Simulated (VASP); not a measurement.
Crystal: Ir.

```
CELL_PARAMETERS angstrom
0.00000 1.94734 1.94734
1.94734 0.00000 1.94734
1.94734 1.94734 0.00000
ATOMIC_POSITIONS crystal
Ir 0.00000 0.00000 0.00000
```

This cell differs from its parent crystal: volume scaled by 1.040.

Base run:

| Item | Value |
| --- | --- |
| Program | VASP 6.6.1 |
| Functional | r2SCAN |
| Potentials or basis | VASP PAW PBE potentials, release 64 (Ir) |
| Cutoff | 520 eV |
| k mesh | 20 × 20 × 20 |
| Occupations | gaussian, width 0.05 eV |
| Spin | no spin polarisation |

Its results: pressure -11.5 GPa.

The run is repeated on the same cell with these changes: potentials or basis from VASP PAW PBE potentials, release 64 (Ir) to VASP PAW PBE potentials, release 64 (Ir_sv_GW); cutoff from 520 eV to 550 eV; further incar settings from ALGO = Normal; EDIFF = 1e-06; NBANDS = 10 to ALGO = Normal; EDIFF = 1e-06; NBANDS = 14; valence electrons from 9 to 17. What comes out?

Pressure -15.6 GPa.

Caveats: the PAW data sets were made with another functional, which shifts forces and pressure a little.
